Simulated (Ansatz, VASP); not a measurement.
## Two plane-wave programs on Ir

Contents of INCAR:

```
SYSTEM = Ir
  PREC = Accurate
  ENCUT = 600
  EDIFF = 1E-6
  ISMEAR = -1
  SIGMA = 0.08
  LREAL = .False.
  LASPH = .True.
  NELM = 60
  ALGO = Normal
  ISIF = 3
  LWAVE = .False.
  LCHARG = .False.
  GGA = PS
  IBRION = 2
  NSW = 60
  EDIFFG = -0.005
```

File KPOINTS:

```
Automatic mesh
0
Gamma
  19 19 19
  0 0 0
```

Contents of POSCAR:

```
Ir
1.0
    0.0000000000      1.9155237883      1.9155237883
    1.9155237883      0.0000000000      1.9155237883
    1.9155237883      1.9155237883      0.0000000000
Ir
1
Direct
    0.0000000000      0.0000000000      0.0000000000
```

Input for Ansatz:

```yaml
crystal:
  lattice:
    - [0.0, 1.9155237883, 1.9155237883]
    - [1.9155237883, 0.0, 1.9155237883]
    - [1.9155237883, 1.9155237883, 0.0]
  atoms:
    - { symbol: Ir, position: [0.0, 0.0, 0.0] }
kpoints:
  mp_grid: { grid: [19, 19, 19] }
scf:
  occupations: { method: fermi_dirac, width: 0.08 }
hamiltonian:
  xc: pbesol
  pseudopotentials: { kind: paw }
output:
  forces: true
  stress: true
  write_density: true
  write_potential: true
  elf: true
  volumetric_format: npy
relax:
  f_tol: 0.005
  max_steps: 40
  cell: {}
```

Alike in both runs: task relaxation of cell and atoms; functional PBEsol; k mesh 19 × 19 × 19; occupations fermi-dirac, width 0.08 eV; no spin polarisation.

|  | VASP | Ansatz |
| --- | --- | --- |
| version | VASP 6.6.1 | Ansatz 0.2.0 |
| potentials or method | VASP PAW PBE potentials, release 64 (Ir) | PAW with Ansatz's default frozen-core files, scalar-relativistic |
| plane-wave cutoff (eV) | 600 | 420 |
| valence electrons in the cell | 9 | 17 |

|  | VASP | Ansatz | Ansatz less VASP |
| --- | --- | --- | --- |
| relaxed volume (Å³/atom) | 14.10 | 14.06 | -0.038 |
| relaxed length of the cell vector where the two differ most in proportion (Å) | 2.712 | 2.709 | -0.0025 |

VASP's potentials were made for PBE, not for PBEsol. VASP's potentials hold 9 valence electrons a cell and Ansatz's 17, so a difference there can come from the potentials and not from the codes.

Neither program's run includes spin-orbit coupling.
